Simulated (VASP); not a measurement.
# MgSi2N2 (Cmmm) in VASP: further runs, part 2 of 3

VASP 6.6.1.

## (4) Single point, PBE

This run uses another cell than the first one, of 14.75 Å³/atom, 1.031 times its volume.

Contents of INCAR:

```
PREC     = Accurate       # precision mode
ENCUT    = 520            # plane-wave cutoff, eV
EDIFF    = 1E-6           # SCF threshold, eV
ISMEAR   = 0              # smearing method
SIGMA    = 0.1            # smearing width, eV
LREAL    = False          # projectors in reciprocal space
LASPH    = True           # aspherical terms in the spheres
NELM     = 60             # most SCF steps
ALGO     = Normal         # electronic algorithm
ISIF     = 2              # what is computed and relaxed
LWAVE    = False          # write WAVECAR
LCHARG   = False          # write CHGCAR
GGA      = PE             # functional
NBANDS   = 18             # bands
```

Contents of KPOINTS:

```
regular mesh
0
Gamma
  6 6 4
```

Contents of POSCAR:

```
MgSi2N2
1.0
    1.6694798025     -4.0647581324      0.0000000000
    1.6694798025      4.0647581324      0.0000000000
    0.0000000000      0.0000000000      5.4323017717
Mg Si N
1 2 2
Direct
    0.5000000000      0.5000000000      0.5000000000
    0.1496945173      0.8503054827      0.0000000000
    0.8503054827      0.1496945173      0.0000000000
    0.0000000000      0.0000000000      0.2404308763
    0.0000000000      0.0000000000      0.7595691237
```

Potentials or basis: VASP PAW PBE potentials, release 64 (Mg, Si, N).

The run is started by

```
> cat potpaw_PBE.64/Mg/POTCAR potpaw_PBE.64/Si/POTCAR potpaw_PBE.64/N/POTCAR > POTCAR
> mpirun -np 1 vasp_std > vasp.out
```

OUTCAR:

```text
PREC = Accurate
   ENCUT = 520
   EDIFF = 1E-6
   ISMEAR = 0
   LREAL = False
   LASPH = True
   NELM = 60
   ISIF = 2
   GGA = PE

 ion  position               nearest neighbor table
   1  0.500  0.500  0.500-   4 2.19   5 2.19   4 2.19   5 2.19
   2  0.150  0.850  0.000-   4 1.79   5 1.79   3 2.33   3 2.33   3 2.43
   3  0.850  0.150  0.000-   4 1.79   5 1.79   2 2.33   2 2.33   2 2.43
   4  0.000  0.000  0.240-   2 1.79   3 1.79   1 2.19   1 2.19
   5  0.000  0.000  0.760-   2 1.79   3 1.79   1 2.19   1 2.19

  LATTYP: Found a base centered orthorhombic cell.
 ALAT       =     3.3389596050
 B/A-ratio  =     2.4347453179
 C/A-ratio  =     1.6269444421

  Lattice vectors:

 A1 = (   1.6694798025,  -4.0647581324,   0.0000000000)
 A2 = (   1.6694798025,   4.0647581324,   0.0000000000)
 A3 = (   0.0000000000,   0.0000000000,   5.4323017717)

Analysis of symmetry for initial positions (statically):
=====================================================================
 Subroutine PRICEL returns:
 Original cell was already a primitive cell.

 Routine SETGRP: Setting up the symmetry group for a
[... 171 lines left out ...]
  free energy    TOTEN  =       -31.31467558 eV

  energy without entropy =      -31.31188535  energy(sigma->0) =      -31.31328046

 E-fermi :   5.9024     XC(G=0):  -9.4260

 val. band max:        5.6494733222   @ k =   0.5000   0.3333   0.5000
 cond. band min:       5.9446790343   @ k =   0.1667  -0.0000   0.0000
 fundamental gap:      0.2952057121
 Fermi energy:         5.9024070095

 k-point     1 :       0.0000    0.0000    0.0000
  band No.  band energies     occupation
      1     -11.8973      2.00000
      2      -9.2886      2.00000
      3      -3.3475      2.00000
      4      -1.5425      2.00000
      5      -1.2367      2.00000
      6       0.8704      2.00000
[... 481 lines left out ...]
      5      -0.4538      2.00000
      6       0.6379      2.00000
[... 10 lines left out ...]
     17      12.9925      0.00000
     18      14.0047      0.00000

 [... further k-points ...]
[... 5 lines left out ...]
  --------------------------------------------------------------------------------------
  -------------------------------------------------------------------------------------
  Total       -0.0663434     -0.0865528     -0.0344311      0.0000000      0.0000000      0.0000000
  in kB       -1.4417128     -1.8808829     -0.7482243      0.0000000      0.0000000      0.0000000
  external PRESSURE =      -1.3569400 kB  Pullay stress =       0.0000000 kB

 VOLUME and BASIS-vectors are now :
 -----------------------------------------------------------------------------
  energy-cutoff  :      520.00
  volume of cell :       73.73
      direct lattice vectors                 reciprocal lattice vectors
     1.669479802 -4.064758132  0.000000000     0.299494489 -0.123008549  0.000000000
     1.669479802  4.064758132  0.000000000     0.299494489  0.123008549  0.000000000
     0.000000000  0.000000000  5.432301772     0.000000000  0.000000000  0.184084030

 POSITION                                       TOTAL-FORCE (eV/Angst)
 -----------------------------------------------------------------------------------
      1.66948      0.00000      2.71615         0.000000      0.000000      0.000000
      1.66948      2.84781      0.00000         0.000000     -0.028923     -0.000000
      1.66948     -2.84781      0.00000         0.000000      0.028923      0.000000
      0.00000      0.00000      1.30609        -0.000000      0.000000      0.023415
      0.00000      0.00000      4.12621         0.000000      0.000000     -0.023415
 -----------------------------------------------------------------------------------
    total drift:                                0.000000      0.000000      0.000000

  FREE ENERGIE OF THE ION-ELECTRON SYSTEM (eV)
  ---------------------------------------------------
  free  energy   TOTEN  =       -31.3146755766 eV

  energy  without entropy=      -31.3118853497  energy(sigma->0) =      -31.31328046
```

Run time: 22 s. Hardware: 1 thread of Intel Xeon 6975P-C (Granite Rapids), shared host; peak memory 0.24 GiB.

What came out:

```
Free energy            : -31.3147 eV
Pressure               : -0.1 GPa
Largest force          : 0.029 eV/Å
Band gap on the k mesh : zero (band 10 reaches 6.60 eV, above the bottom of band 11 at 5.07 eV)
```

Forces on the atoms (eV/Å):
```
Mg   0.000  0.000  0.000
Si   0.000 -0.029  0.000
Si   0.000  0.029  0.000
N    0.000  0.000  0.023
N    0.000  0.000 -0.023
```

## (5) Relaxation of cell and atoms, PBE

Contents of INCAR:

```
  ALGO = Normal
  EDIFF = 1E-6
  EDIFFG = -0.04
  ENCUT = 600
  GGA = PE
  IBRION = 2
  ISIF = 3
  ISMEAR = 0
  LASPH = True
  LCHARG = False
  LREAL = False
  LWAVE = False
  NELM = 80
  NSW = 90
  PREC = Accurate
  SIGMA = 0.1
```

Contents of KPOINTS:

```
k-points
0
Gamma
  4 4 4
```

Contents of POSCAR:

```
MgSi2N2
1.0
    2.6249371900     -3.3009344500      0.0000000000
    2.6249371900      3.3009344500      0.0000000000
    0.0000000000      0.0000000000      4.1256966300
Mg Si N
1 2 2
Direct
    0.5000000000      0.5000000000      0.5000000000
    0.2242521500      0.7757478500      0.0000000000
    0.7757478500      0.2242521500      0.0000000000
    0.0000000000      0.0000000000      0.1875532400
    0.0000000000      0.0000000000      0.8124467600
```

The run is started by

```
> cat potpaw_PBE.64/Mg/POTCAR potpaw_PBE.64/Si/POTCAR potpaw_PBE.64/N/POTCAR > POTCAR
> mpirun -np 1 vasp_std > vasp.out
```

Wall time 5.3 min (1 thread of Intel Xeon 6975P-C (Granite Rapids), shared host); peak memory 0.24 GiB.

It converged, with:

```
Free energy                            : -31.2461 eV
Relaxed volume                         : 14.50 Å³/atom
Relaxed cell                           : a = 4.426 Å, b = 4.426 Å, c = 5.392 Å, α = 90.00°, β = 90.00°, γ = 136.64°
Space group after relaxing (to 0.05 Å) : Cmmm (No. 65)
Energy gained by relaxing              : 1185.0 meV/atom
Ionic steps                            : 53
Pressure after relaxing                : -0.1 GPa
Largest force after relaxing           : 0.007 eV/Å
Band gap on the k mesh                 : zero (band 10 reaches 6.59 eV, above the bottom of band 11 at 5.70 eV)
```

Forces in eV/Å, atoms in the order of the input:
```
Mg   0.000  0.000  0.000
Si   0.000  0.007  0.000
Si   0.000 -0.007  0.000
N    0.000  0.000 -0.002
N    0.000  0.000  0.002
```

Stress tensor (GPa, compression positive):
```
-0.02  0.00  0.00
 0.00 -0.10  0.00
 0.00  0.00 -0.17
```

The path:
| step | energy change (eV) | largest force (eV/Å) | pressure (GPa) | volume (Å³) |
| --- | --- | --- | --- | --- |
| 1 | 0.0000 | 4.1485 | 17.35 | 71.50 |
| 3 | -0.7507 | 1.9556 | -4.19 | 76.25 |
| 5 | -0.7898 | 1.2049 | -1.06 | 75.15 |
| 7 | -1.7856 | 0.7814 | -0.07 | 73.22 |
| 9 | -1.8079 | 1.2669 | 4.41 | 71.70 |
| 11 | -2.0314 | 0.7918 | -3.30 | 74.38 |
| 13 | -2.1702 | 2.2134 | -2.36 | 73.29 |
| 15 | -2.6254 | 4.3020 | 3.53 | 69.23 |
| 17 | -2.6964 | 3.6286 | 4.97 | 68.07 |
| 19 | -2.8488 | 3.0844 | 3.58 | 68.29 |
| 21 | -3.2536 | 1.0441 | -1.30 | 69.26 |
| 23 | -3.3049 | 0.8273 | -3.13 | 69.83 |
| 25 | -3.4731 | 0.8604 | -0.13 | 68.96 |
| 27 | -3.6064 | 1.8821 | 14.33 | 64.43 |
| 29 | -3.7900 | 2.1693 | 13.51 | 64.76 |
| 31 | -3.9522 | 2.1937 | 10.87 | 65.89 |
| 33 | -4.7899 | 2.4524 | -0.86 | 73.10 |
| 35 | -4.9839 | 3.2139 | -7.29 | 78.58 |
| 37 | -5.4344 | 0.8942 | -7.46 | 80.66 |
| 39 | -5.5593 | 0.6173 | -5.44 | 79.18 |
| 41 | -5.7531 | 0.9210 | 3.79 | 72.12 |
| 43 | -5.8360 | 0.9542 | 1.43 | 71.67 |
| 45 | -5.8791 | 0.7378 | 0.57 | 72.16 |
| 47 | -5.9083 | 0.2553 | 0.22 | 72.47 |
| 49 | -5.9222 | 0.2207 | -0.51 | 72.85 |
| 51 | -5.9248 | 0.0673 | -0.18 | 72.63 |
| 53 | -5.9251 | 0.0065 | -0.10 | 72.52 |

Final structure:
```cif
data_structure
_symmetry_space_group_name_H-M 'P 1'
_symmetry_Int_Tables_number 1
_cell_length_a 4.4260
_cell_length_b 4.4260
_cell_length_c 5.3923
_cell_angle_alpha 90.000
_cell_angle_beta 90.000
_cell_angle_gamma 136.644
_cell_volume 72.52
loop_
_atom_site_label
_atom_site_type_symbol
_atom_site_fract_x
_atom_site_fract_y
_atom_site_fract_z
_atom_site_occupancy
Mg1 Mg 0.50000 0.50000 0.50000 1
Si1 Si 0.14783 0.85217 0.00000 1
Si2 Si 0.85217 0.14783 0.00000 1
N1 N 0.00000 0.00000 0.23979 1
N2 N 0.00000 0.00000 0.76021 1
```

Levels at points of the mesh, in eV from the Fermi level:
```
           k point  band 7  band 8  band 9  band 10  band 11  band 12  band 13  band 14
(0.00, 0.00, 0.00)   -3.73   -2.29   -2.24    -0.75     0.41     1.48     2.42     4.11
(0.50, 0.00, 0.00)   -5.33   -4.21   -2.87    -2.17     1.78     2.21     2.93     3.97
(0.50, 0.50, 0.00)   -3.73   -2.33   -2.26     0.17     1.06     1.70     2.41     4.48
(0.00, 0.00, 0.50)   -5.03   -3.61   -2.44    -1.74     0.44     2.65     4.49     4.60
(0.50, 0.00, 0.50)   -5.46   -4.92   -4.32    -2.51     0.69     3.12     3.30     3.86
(0.50, 0.50, 0.50)   -4.02   -3.32   -2.55     0.59     1.38     1.78     3.70     4.57
```

Caveat: the k points lie up to 0.52 Å⁻¹ apart in the final cell.

## (6) Single point, PBE, collinear spin, ferromagnetic start

Contents of INCAR:

```
  PREC = Accurate
  ENCUT = 520
  EDIFF = 1E-6
  ISMEAR = 0
  SIGMA = 0.1
  LREAL = F
  LASPH = T
  NELM = 150
  ALGO = Normal
  ISIF = 2
  LWAVE = F
  LCHARG = F
  ISPIN = 2
  MAGMOM = 0 0 0 1 1
  LORBIT = 11
  GGA = PE
  NBANDS = 22
```

Contents of KPOINTS:

```
Automatic mesh
0
Gamma
  4 4 4
```

POSCAR is that of step 5.

Potentials or basis: VASP PAW PBE potentials, release 64 (Mg, Si, N).

The run is started by

```
> cat potpaw_PBE.64/Mg/POTCAR potpaw_PBE.64/Si/POTCAR potpaw_PBE.64/N/POTCAR > POTCAR
> mpirun -np 1 vasp_std > vasp.out
```

Run time: 20 s. Hardware: 1 thread of Intel Xeon 6975P-C (Granite Rapids), shared host; peak memory 0.22 GiB.

It converged, with:

```
Free energy                                           : -25.3165 eV
Pressure                                              : 17.4 GPa
Largest force                                         : 4.149 eV/Å
Band gap on the k mesh                                : zero (filled and empty bands overlap)
Net moment                                            : 0.00 μB per cell
Valence electrons inside the program's atomic spheres : Mg 0.32; Si 1.73; N 3.83
```

Forces in eV/Å, atoms in the order of the input:
```
Mg   0.000  0.000  0.000
Si   0.000 -4.149  0.000
Si   0.000  4.149  0.000
N    0.000  0.000  3.438
N    0.000  0.000 -3.438
```

Stress tensor (GPa, compression positive):
```
-7.19  0.00  0.00
 0.00 44.61  0.00
 0.00  0.00 14.76
```

Levels at points of the mesh, in eV from the Fermi level:
Spin up:
| k point | band 8 | band 9 | band 10 | band 11 | band 12 | band 13 |
| --- | --- | --- | --- | --- | --- | --- |
| (0.00, 0.00, 0.00) | -3.14 | -1.67 | -0.62 | 0.58 | 1.98 | 3.62 |
| (0.50, 0.00, 0.00) | -3.54 | -1.14 | 1.33 | 1.34 | 2.37 | 3.01 |
| (0.50, 0.50, 0.00) | -3.67 | -1.19 | 0.36 | 2.28 | 3.03 | 3.52 |
| (0.00, 0.00, 0.50) | -2.95 | -2.72 | -1.61 | -1.04 | 2.68 | 2.69 |
| (0.50, 0.00, 0.50) | -3.05 | -2.82 | -0.60 | 0.80 | 2.06 | 2.08 |
| (0.50, 0.50, 0.50) | -3.28 | -2.63 | -1.23 | 0.61 | 0.90 | 2.79 |
Spin down:
| k point | band 7 | band 8 | band 9 | band 10 | band 11 | band 12 | band 13 | band 14 |
| --- | --- | --- | --- | --- | --- | --- | --- | --- |
| (0.00, 0.00, 0.00) | -4.38 | -3.14 | -1.67 | -0.62 | 0.58 | 1.98 | 3.62 | 5.34 |
| (0.50, 0.00, 0.00) | -4.79 | -3.54 | -1.14 | 1.33 | 1.34 | 2.37 | 3.01 | 3.04 |
| (0.50, 0.50, 0.00) | -5.09 | -3.67 | -1.19 | 0.36 | 2.28 | 3.03 | 3.52 | 4.03 |
| (0.00, 0.00, 0.50) | -3.89 | -2.95 | -2.72 | -1.61 | -1.04 | 2.68 | 2.69 | 3.46 |
| (0.50, 0.00, 0.50) | -3.76 | -3.04 | -2.82 | -0.60 | 0.80 | 2.06 | 2.08 | 2.56 |
| (0.50, 0.50, 0.50) | -4.16 | -3.28 | -2.63 | -1.23 | 0.61 | 0.90 | 2.79 | 4.77 |

Caveat: the k points lie up to 0.38 Å⁻¹ apart; forces of over 1 eV/Å act on the atoms, so gaps and moduli don't describe the material at rest.

[end of part 2 of 3]
